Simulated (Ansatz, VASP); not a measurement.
**SiC, level by level in two programs**

```
CELL_PARAMETERS angstrom
3.15570 0.00000 0.00000
-1.57785 2.73292 0.00000
0.00000 0.00000 15.46753
ATOMIC_POSITIONS crystal
Si 0.66667 0.33333 0.45830
Si 0.33333 0.66667 0.95830
Si 0.66667 0.33333 0.79170
Si 0.33333 0.66667 0.29170
Si 0.00000 0.00000 0.62500
Si 0.00000 0.00000 0.12500
C 0.66667 0.33333 0.33330
C 0.33333 0.66667 0.83330
C 0.66667 0.33333 0.66670
C 0.33333 0.66667 0.16670
C 0.00000 0.00000 0.50000
C 0.00000 0.00000 0.00000
```

Single points on this cell with VASP 6.6.1 and Ansatz 0.2.0. Each row is one pair of runs. Alike in all rows: spin: off; k mesh: 10 × 10 × 2; smearing: fermi-dirac, width 0.05 eV; Ansatz's potentials, cutoff: Ansatz PAW, 420 eV.

```csv
level,"VASP's potentials, cutoff","gap on the k mesh at the Fermi level (eV), VASP","gap on the k mesh at the Fermi level (eV), Ansatz","least direct gap on the mesh (eV), VASP","least direct gap on the mesh (eV), Ansatz","pressure (GPa), VASP","pressure (GPa), Ansatz"
"b88 exchange, pbe correlation","VASP PAW PBE potentials, release 64 (Si, C), 600 eV",2.04,2.04,3.11,3.12,-10.9,-10.8
RPBE+D3(BJ),"VASP PAW PBE potentials, release 64 (Si, C), 520 eV",2.05,2.05,3.12,3.13,-27.4,-27.0
PBE exchange alone,"VASP PAW PBE potentials, release 64 (Si, C), 520 eV",2.34,2.33,3.40,3.39,4.7,4.4
PBE+D4,"VASP PAW PBE potentials, release 64 (Si, C), 520 eV",2.04,2.04,3.11,3.11,-14.4,-14.4
revPBE+D4,"VASP PAW PBE potentials, release 64 (Si, C), 520 eV",2.04,2.05,3.12,3.12,-16.5,-16.2
```

Gap on the k mesh at the fermi level (eV): the two programs differ by at most 0.006; least direct gap on the mesh (eV): the two programs differ by at most 0.01; pressure (GPa): the two programs differ by at most 0.4.
